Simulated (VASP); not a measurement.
# Ti (P6_3/mmc) in VASP: further runs, part 2 of 2

VASP 6.6.1.

**3. Single point, PBEsol**

File INCAR:

```
ALGO = Fast ; EDIFF = 1E-6
ENCUT = 520 ; GGA = PS
ISIF = 2 ; ISMEAR = 0
LASPH = T ; LCHARG = F
LREAL = F ; LWAVE = F
NBANDS = 19 ; NELM = 60
PREC = Accurate ; SIGMA = 0.1
```

File KPOINTS:

```
k-points
0
Gamma
  18 18 10
```

File POSCAR:

```
Ti
1.0
    2.9010425700      0.0000000000      0.0000000000
   -1.4505212850      2.5123765630      0.0000000000
    0.0000000000      0.0000000000      4.5887721192
Ti
2
Direct
    0.3333333333      0.6666666667      0.2500000000
    0.6666666667      0.3333333333      0.7500000000
```

Potentials or basis: VASP PAW PBE potentials, release 64 (Ti_sv).

Started as:

```sh
cat potpaw_PBE.64/Ti_sv/POTCAR > POTCAR
mpirun -np 1 vasp_std > vasp.out
```

OUTCAR:

```text
EDIFF = 1E-6
   ENCUT = 520
   GGA = PS
   ISIF = 2
   ISMEAR = 0
   LASPH = T
   LREAL = F
   NELM = 60
   PREC = Accurate

 ion  position               nearest neighbor table
   1  0.333  0.667  0.250-   2 2.84   2 2.84   2 2.84   2 2.84   2 2.84   2 2.84
   2  0.667  0.333  0.750-   1 2.84   1 2.84   1 2.84   1 2.84   1 2.84   1 2.84

  LATTYP: Found a hexagonal cell.
 ALAT       =     2.9010425700
 C/A-ratio  =     1.5817665575

  Lattice vectors:

 A1 = (   2.9010425700,   0.0000000000,   0.0000000000)
 A2 = (  -1.4505212850,   2.5123765630,   0.0000000000)
 A3 = (   0.0000000000,   0.0000000000,   4.5887721192)

Analysis of symmetry for initial positions (statically):
=====================================================================
 Subroutine PRICEL returns:
 Original cell was already a primitive cell.

 Routine SETGRP: Setting up the symmetry group for a
 hexagonal supercell.

 Subroutine GETGRP returns: Found 24 space group operations
 (whereof 12 operations were pure point group operations)
 out of a pool of 24 trial point group operations.

The static configuration has the point symmetry D_3d.
 The point group associated with its full space group is D_6h.

Analysis of symmetry for dynamics (positions and initial velocities):
=====================================================================
 Subroutine PRICEL returns:
 Original cell was already a primitive cell.

 Routine SETGRP: Setting up the symmetry group for a
 hexagonal supercell.

 Subroutine GETGRP returns: Found 24 space group operations
 (whereof 12 operations were pure point group operations)
 out of a pool of 24 trial point group operations.

The dynamic configuration has the point symmetry D_3d.
 The point group associated with its full space group is D_6h.

 Subroutine INISYM returns: Found 24 space group operations
 (whereof 12 operations are pure point group operations),
 and found     1 'primitive' translations

----------------------------------------------------------------------------------------

                                     Primitive cell

  volume of cell :      33.4453

  direct lattice vectors                    reciprocal lattice vectors
     2.901042570  0.000000000  0.000000000     0.344703663  0.199014753  0.000000000
    -1.450521285  2.512376563  0.000000000     0.000000000  0.398029505  0.000000000
     0.000000000  0.000000000  4.588772119     0.000000000  0.000000000  0.217923221

  length of vectors
     2.901042570  2.901042570  4.588772119     0.398029505  0.398029505  0.217923221

  position of ions in fractional coordinates (direct lattice)
     0.333333333  0.666666667  0.250000000
     0.666666667  0.333333333  0.750000000

  ion indices of the primitive-cell ions
   primitive index   ion index
                 1           1
                 2           2

----------------------------------------------------------------------------------------

 KPOINTS: k-points

Automatic generation of k-mesh.
 Grid dimensions read from file:
 generate k-points for:   18   18   10

 Generating k-lattice:

  Cartesian coordinates                     Fractional coordinates (reciprocal lattice)
     0.019150203  0.011056375  0.000000000     0.055555556  0.000000000  0.000000000
     0.000000000  0.022112750  0.000000000     0.000000000  0.055555556  0.000000000
     0.000000000  0.000000000  0.021792322     0.000000000  0.000000000  0.100000000

  Length of vectors
     0.022112750  0.022112750  0.021792322

  Shift w.r.t. Gamma in fractional coordinates (k-lattice)
     0.000000000  0.000000000  0.000000000

 Subroutine IBZKPT returns following result:
 ===========================================

 Found    222 irreducible k-points:

 Following reciprocal coordinates:
            Coordinates               Weight
  0.000000  0.000000  0.000000      1.000000
  0.055556  0.000000  0.000000      6.000000
  0.111111  0.000000  0.000000      6.000000
  0.166667  0.000000  0.000000      6.000000
  0.222222  0.000000  0.000000      6.000000
  0.277778  0.000000  0.000000      6.000000
[... 16 lines left out ...]
  0.333333  0.111111  0.000000     12.000000
  0.388889  0.111111  0.000000     12.000000
 [... further k-points ...]
   k-points           NKPTS =    222   k-points in BZ     NKDIM =    222   number of bands    NBANDS=     19
   number of dos      NEDOS =    301   number of ions     NIONS =      2
   total plane-waves  NPLWV =  20736
   dimension x,y,z NGX =    24 NGY =   24 NGZ =   36
   dimension x,y,z NGXF=    48 NGYF=   48 NGZF=   72
   ions per type =               2
   NGX,Y,Z   is equivalent  to a cutoff of  13.75, 13.75, 13.04 a.u.
   NGXF,Y,Z  is equivalent  to a cutoff of  27.51, 27.51, 26.08 a.u.
 SYSTEM =  unknown system
   PREC   = accura    normal or accurate (medium, high low for compatibility)
   ISTART =      0    job   : 0-new  1-cont  2-samecut
   ICHARG =      2    charge: 1-file 2-atom 10-const
   ISPIN  =      1    spin polarized calculation?
   LNONCOLLINEAR =      F non collinear calculations
   LSORBIT =      F    spin-orbit coupling
   LASPH  =      T    aspherical Exc in radial PAW
   ENCUT  =  520.0 eV  38.22 Ry    6.18 a.u.   5.39  5.39  8.53*2*pi/ulx,y,z
   NELM   =     60;   NELMIN=  2; NELMDL= -5     # of ELM steps
   EDIFF  = 0.1E-05   stopping-criterion for ELM
   LREAL  =      F    real-space projection
   EDIFFG = 0.1E-04   stopping-criterion for IOM
   NSW    =      0    number of steps for IOM
   IBRION =     -1    ionic relax: 0-MD 1-quasi-New 2-CG
   NFREE  =      0    steps in history (QN), initial steepest desc. (CG)
   ISIF   =      2    stress and relaxation
   ISYM   =      2    0-nonsym 1-usesym 2-fastsym
   POTIM  = 0.5000    time-step for ionic-motion
   TEBEG  =    0.0;   TEEND  =   0.0 temperature during run
   PSTRESS=    0.0 pullay stress
   NELECT =      24.0000    total number of electrons
   NUPDOWN=      -1.0000    fix difference up-down
   EMIN   =  10.00;   EMAX   =-10.00  energy-range for DOS
   EFERMI =   0.00;   METHOD = LEGACY
   ISMEAR =     0;   SIGMA  =   0.10  broadening in eV -4-tet -1-fermi 0-gaus
   EFERMI_NEDOS =   21; number of points for ismear=-14 and -15
   IALGO  =     68    algorithm
   IMIX   =      4    mixing-type and parameters
     AMIX     =   0.40;   BMIX     =  1.00
     AMIX_MAG =   1.60;   BMIX_MAG =  1.00
  volume/ion in A,a.u.               =      16.72       112.85
  Fermi-wavevector in a.u.,A,eV,Ry     =   1.465661  2.769697 29.227512  2.148162
  Thomas-Fermi vector in A             =   2.581491
   LORBIT       =      0    0 simple, 1 ext, 2 COOP (PROOUT), +10 PAW based schemes
   GGA     = PS    functional components
   LHFCALC =     F    Hartree Fock is set to
   AEXX    =    0.0000 exact exchange contribution
   IVDW    =     0    specifies the selected vdW correction
   LEPSILON=     F    determine dielectric tensor
   LRPA    =     F    only Hartree local field effects (RPA)
 non-spin polarized calculation
 RMM-DIIS sequential band-by-band and
 Gauss-broadening in eV      SIGMA  =   0.10
  energy-cutoff  :      520.00
  volume of cell :       33.45
 maximum number of plane-waves:       929
 NGX is ok and might be reduce to    24
   NGX = 11   NGY = 11   NGZ = 17

 number of electron      23.9999999 magnetization

 Free energy of the ion-electron system (eV)
  ---------------------------------------------------
  ext. energy  EPLUGINS =         0.00000000
  ---------------------------------------------------
  free energy    TOTEN  =       -16.68404001 eV

  energy without entropy =      -16.67484638  energy(sigma->0) =      -16.67944320

 E-fermi :   8.6218     XC(G=0): -11.8178

 val. band max:        8.6117733603   @ k =   0.0000   0.0000   0.4000
 cond. band min:       8.6275459055   @ k =   0.2778   0.2778   0.4000
 fundamental gap:      0.0157725452
 Fermi energy:         8.6218014401

 k-point     1 :       0.0000    0.0000    0.0000
  band No.  band energies     occupation
      1     -47.9539      2.00000
      2     -47.7905      2.00000
      3     -24.6936      2.00000
      4     -23.9608      2.00000
      5     -23.9608      2.00000
      6     -23.8797      2.00000
[... 11 lines left out ...]
     18      10.2907      0.00000
     19      11.9189      0.00000

 k-point     2 :       0.0556    0.0000    0.0000
  band No.  band energies     occupation
      1     -47.9503      2.00000
      2     -47.7890      2.00000
      3     -24.6858      2.00000
      4     -23.9768      2.00000
      5     -23.9662      2.00000
      6     -23.8829      2.00000
[... 476 lines left out ...]
 k-point    24 :       0.3889    0.1111    0.0000
  band No.  band energies     occupation
      1     -47.8144      2.00000
      2     -47.7609      2.00000
      3     -24.4689      2.00000
      4     -24.3430      2.00000
      5     -24.3325      2.00000
      6     -24.1506      2.00000
[... 11 lines left out ...]
     18      12.2777      0.00000
     19      13.0631      0.00000

 [... further k-points ...]
[... 5 lines left out ...]
  --------------------------------------------------------------------------------------
  -------------------------------------------------------------------------------------
  Total       -0.0704290     -0.0704290     -0.0575286      0.0000000     -0.0000000      0.0000000
  in kB       -3.3738577     -3.3738577     -2.7558727      0.0000000     -0.0000000      0.0000000
  external PRESSURE =      -3.1678627 kB  Pullay stress =       0.0000000 kB

 VOLUME and BASIS-vectors are now :
 -----------------------------------------------------------------------------
  energy-cutoff  :      520.00
  volume of cell :       33.45
      direct lattice vectors                 reciprocal lattice vectors
     2.901042570  0.000000000  0.000000000     0.344703663  0.199014753  0.000000000
    -1.450521285  2.512376563  0.000000000     0.000000000  0.398029505  0.000000000
     0.000000000  0.000000000  4.588772119     0.000000000  0.000000000  0.217923221

 POSITION                                       TOTAL-FORCE (eV/Angst)
 -----------------------------------------------------------------------------------
     -0.00000      1.67492      1.14719         0.000000      0.000000      0.000000
      1.45052      0.83746      3.44158        -0.000000      0.000000      0.000000
 -----------------------------------------------------------------------------------
    total drift:                               -0.000000      0.000000     -0.000000

  FREE ENERGIE OF THE ION-ELECTRON SYSTEM (eV)
  ---------------------------------------------------
  free  energy   TOTEN  =       -16.6840400143 eV

  energy  without entropy=      -16.6748463848  energy(sigma->0) =      -16.67944320
```

Run time: 4.3 min. Hardware: 1 thread of AMD EPYC 9R45 (Zen 5), shared host; peak memory 0.21 GiB.

Results:

| Item | Value |
| --- | --- |
| Free energy | -16.6840 eV |
| Pressure | -0.3 GPa |
| Band gap on the k mesh | zero (band 12 reaches 9.40 eV, above the bottom of band 13 at 8.29 eV) |

Caveat: the PAW data sets were made with another functional, which shifts forces and pressure a little.

**4. Relaxation of cell and atoms, PBEsol**

This run uses another cell than the first one, of 16.09 Å³/atom, 0.962 times its volume.

File INCAR:

```
PREC = Accurate
ENCUT = 600
EDIFF = 1E-7
ISMEAR = 0
SIGMA = 0.1
LREAL = F
LASPH = T
NELM = 80
ALGO = Fast
ISIF = 3
LWAVE = F
LCHARG = F
GGA = PS
IBRION = 2
NSW = 80
EDIFFG = -0.01
```

File KPOINTS:

```
Automatic mesh
0
Gamma
  18 18 10
```

File POSCAR:

```
Ti
1.0
    2.8642373750      0.0000000000      0.0000000000
   -1.4321186875      2.4805023292      0.0000000000
    0.0000000000      0.0000000000      4.5282243256
Ti
2
Direct
    0.3333333333      0.6666666667      0.2500000000
    0.6666666667      0.3333333333      0.7500000000
```

Started as:

```sh
cat potpaw_PBE.64/Ti_sv/POTCAR > POTCAR
mpirun -np 1 vasp_std > vasp.out
```

Wall time 20 min (1 thread of AMD EPYC 9R45 (Zen 5), shared host); peak memory 0.23 GiB.

The run converged. Its results:

* Free energy: -16.6832 eV
* Relaxed volume: 16.68 Å³/atom
* Relaxed cell: a = 2.898 Å, b = 2.898 Å, c = 4.586 Å, α = 90.00°, β = 90.00°, γ = 120.00°
* Space group after relaxing (to 0.05 Å): P6_3/mmc (No. 194)
* Energy gained by relaxing: 8.4 meV/atom
* Ionic steps: 5
* Pressure after relaxing: 0.0 GPa
* Band gap on the k mesh: zero (band 12 reaches 9.43 eV, above the bottom of band 13 at 8.32 eV)

Step by step:
```csv
step,energy change (eV),largest force (eV/Å),pressure (GPa),volume (Å³)
1,0.0000,0.0000,4.38,32.17
2,-0.0083,0.0000,-3.00,34.26
3,-0.0168,0.0000,-0.18,33.39
4,-0.0168,0.0000,0.08,33.34
5,-0.0168,0.0000,0.02,33.37
```

Final structure:
```
CELL_PARAMETERS angstrom
2.89849 0.00000 0.00000
-1.44924 2.51016 0.00000
0.00000 0.00000 4.58598
ATOMIC_POSITIONS crystal
Ti 0.33333 0.66667 0.25000
Ti 0.66667 0.33333 0.75000
```

Levels at points of the mesh, in eV from the Fermi level:
```csv
k point,band 9,band 10,band 11,band 12,band 13,band 14,band 15,band 16
"(0.00, 0.00, 0.00)",-6.31,-2.80,0.78,0.78,0.90,0.92,1.32,1.32
"(0.50, 0.00, 0.00)",-2.41,-2.29,-1.97,-0.59,0.46,0.66,1.23,3.52
"(0.00, 0.00, 0.50)",-4.40,-4.40,0.08,0.08,0.68,0.68,0.68,0.68
"(0.50, 0.00, 0.50)",-2.67,-2.67,-0.87,-0.87,1.44,1.44,1.79,1.79
```

Caveat: the PAW data sets were made with another functional, which shifts forces and pressure a little.
